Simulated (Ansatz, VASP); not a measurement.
Given: the input of a run of VASP 6.6.1 on Sb.

The input POSCAR:

```
Sb
1.0
    3.1600000000      0.0000000000      0.0000000000
    0.0000000000      3.1600000000      0.0000000000
    0.0000000000      0.0000000000      3.1600000000
Sb
1
Direct
    0.0000000000      0.0000000000      0.0000000000
```

The input INCAR.step1:

```
SYSTEM = Sb
ALGO = Normal
EDIFF = 1E-5
ENCUT = 520
GGA = PE
ISIF = 2
ISMEAR = -1
LASPH = .TRUE.
LCHARG = .FALSE.
LREAL = .FALSE.
LWAVE = .TRUE.
NBANDS = 8
NELM = 80
PREC = Accurate
SIGMA = 0.05
```

File INCAR.step2:

```
SYSTEM = Sb
AEXX = 0.4
ALGO = Normal
EDIFF = 1E-6
ENCUT = 520
GGA = PE
HFSCREEN = 0.2
ISIF = 2
ISMEAR = -1
ISTART = 1
LASPH = .TRUE.
LCHARG = .FALSE.
LHFCALC = .TRUE.
LREAL = .FALSE.
LWAVE = .FALSE.
NBANDS = 8
NELM = 80
PREC = Accurate
PRECFOCK = Normal
SIGMA = 0.05
```

The input KPOINTS:

```
k-points
0
G
  4 4 4
  0 0 0
```

Potentials or basis: VASP PAW PBE potentials, release 64 (Sb).

Run with:

```sh
$ cat potpaw_PBE.64/Sb/POTCAR > POTCAR
$ cp INCAR.step1 INCAR
$ mpirun -np 1 vasp_std > vasp.out
$ cp INCAR.step2 INCAR
$ mpirun -np 1 vasp_std > vasp.out
```

**Question.** Translate it to Ansatz 0.2.0. Potentials there: Ansatz PAW.

**Answer.** As run (the cutoff follows the program's own potentials):

File input.yaml:

```yaml
crystal:
  lattice:
    - [3.16, 0.0, 0.0]
    - [0.0, 3.16, 0.0]
    - [0.0, 0.0, 3.16]
  atoms:
    - { symbol: Sb, position: [0.0, 0.0, 0.0] }
hamiltonian:
  xc: { exchange: pbe, correlation: pbe, exx: { coeff: 0.4, omega: 0.2 } }
  pseudopotentials: { kind: paw }
kpoints:
  mp_grid: { grid: [4, 4, 4] }
scf:
  occupations: { method: fermi_dirac, width: 0.05 }
output:
  forces: true
  stress: true
  eigenvalues: true
```

Potentials or basis: Ansatz PAW.

Command:

```sh
$ ansatz run input.yaml --threads 2 --pin off --max-ram 5632MiB --backend cpu --events-out ev --progress --plain --runs-dir out
```

Both were run:

|  | VASP | Ansatz | Ansatz less VASP |
| --- | --- | --- | --- |
| gap on the k mesh at the Fermi level (eV) | none | none | - |
| pressure (GPa) | -8.9 | -6.9 | +2.04 |

VASP's potentials were made for PBE, not for PBE-based screened hybrid. A gap of «none» marks a metal or a gap that the smearing closes. With one functional, cell and mesh, what is left measures potentials, basis and numerics. VASP's potentials hold 5 valence electrons a cell and Ansatz's 15, so a difference there can come from the potentials and not from the codes.

The k mesh is coarse, so the values compare programs but aren't converged. Neither program's run includes spin-orbit coupling.
